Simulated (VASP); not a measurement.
Wanted: the native input for a VASP 6.6.1 run.

```yaml
Task: single point
Functional: PBE
Potentials_or_basis: VASP PAW PBE potentials, release 64 (Ru_pv)
Cutoff: 520 eV
k_mesh: 18 × 18 × 10
Occupations: gaussian, width 0.15 eV
Spin: no spin polarisation
Dipole_correction: no
Further_INCAR_settings: ALGO = Fast; EDIFF = 1e-06; NBANDS = 21
```

The structure of Ru lies in POSCAR:

```
Ru
1.0
    2.5294000000      0.0000000000      0.0000000000
   -1.2647000000      2.1905246563      0.0000000000
    0.0000000000      0.0000000000      4.8123000000
Ru
2
Direct
    0.3333333333      0.6666666667      0.2500000000
    0.6666666667      0.3333333333      0.7500000000
```

These files were run (other wordings do the same):

INCAR

```
PREC = Accurate ; ENCUT = 520
EDIFF = 1E-6 ; ISMEAR = 0
SIGMA = 0.15 ; LREAL = False
LASPH = True ; NELM = 80
ALGO = Fast ; ISIF = 2
LWAVE = False ; LCHARG = False
GGA = PE ; NBANDS = 21
```

KPOINTS

```
Automatic mesh
0
Gamma
  18 18 10
```

Potentials or basis: VASP PAW PBE potentials, release 64 (Ru_pv).

Command:

```console
$ cat potpaw_PBE.64/Ru_pv/POTCAR > POTCAR
$ mpirun -np 1 vasp_std > vasp.out
```

It gave:

- Pressure: 23.4 GPa
- Band gap on the k mesh: zero (bands 14 and 15 overlap by 2.36 eV)

Caveat: the cell stands under pressure.

It took 81 s on 1 thread of Intel(R) Xeon(R) Platinum 8488C (Sapphire Rapids) (shared host), peak memory 0.21 GiB.
